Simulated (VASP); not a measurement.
Write the native input for VASP 6.6.1 that does the following.

```yaml
Task: single point
Functional: PBE
Potentials_or_basis: VASP PAW PBE potentials, release 64 (B, N)
Cutoff: 520 eV
k_mesh: 13 × 13 × 5
Occupations: fermi-dirac, width 0.02 eV
Spin: no spin polarisation
Dipole_correction: no
Further_INCAR_settings: ALGO = Normal; EDIFF = 1e-06; NBANDS = 16
```

The structure of BN lies in POSCAR:

```
BN
1.0
    2.5734248857      0.0000000000      0.0000000000
   -1.2867124428      2.2286513257      0.0000000000
    0.0000000000      0.0000000000      6.6848257464
B N
2 2
Direct
    0.3333333333      0.6666666667      0.2500000000
    0.6666666667      0.3333333333      0.7500000000
    0.3333333333      0.6666666667      0.7500000000
    0.6666666667      0.3333333333      0.2500000000
```

This cell differs from its parent crystal: volume scaled by 1.04, then relaxed in part.

One way to write it, as run:

INCAR

```
ALGO = Normal
EDIFF = 1E-6
ENCUT = 520
GGA = PE
ISIF = 2
ISMEAR = -1
LASPH = True
LCHARG = False
LREAL = False
LWAVE = False
NBANDS = 16
NELM = 100
PREC = Accurate
SIGMA = 0.02
```

KPOINTS

```
k-points
0
Gamma
  13 13 5
```

Potentials or basis: VASP PAW PBE potentials, release 64 (B, N).

Launch:

```console
$ cat potpaw_PBE.64/B/POTCAR potpaw_PBE.64/N/POTCAR > POTCAR
$ mpirun -np 1 vasp_std > vasp.out
```

Results of the run:

The pressure is -14.3 GPa. The band gap on the k mesh is 4.15 eV, indirect (least direct gap 4.46 eV).

Caveat: this functional lacks dispersion, which binds the layers, so the pressure and a relaxed spacing across them are unreliable.

It took 42 s on 1 thread of Intel(R) Xeon(R) Platinum 8375C CPU @ 2.90GHz (Ice Lake), on a shared host, peak memory 0.16 GiB.
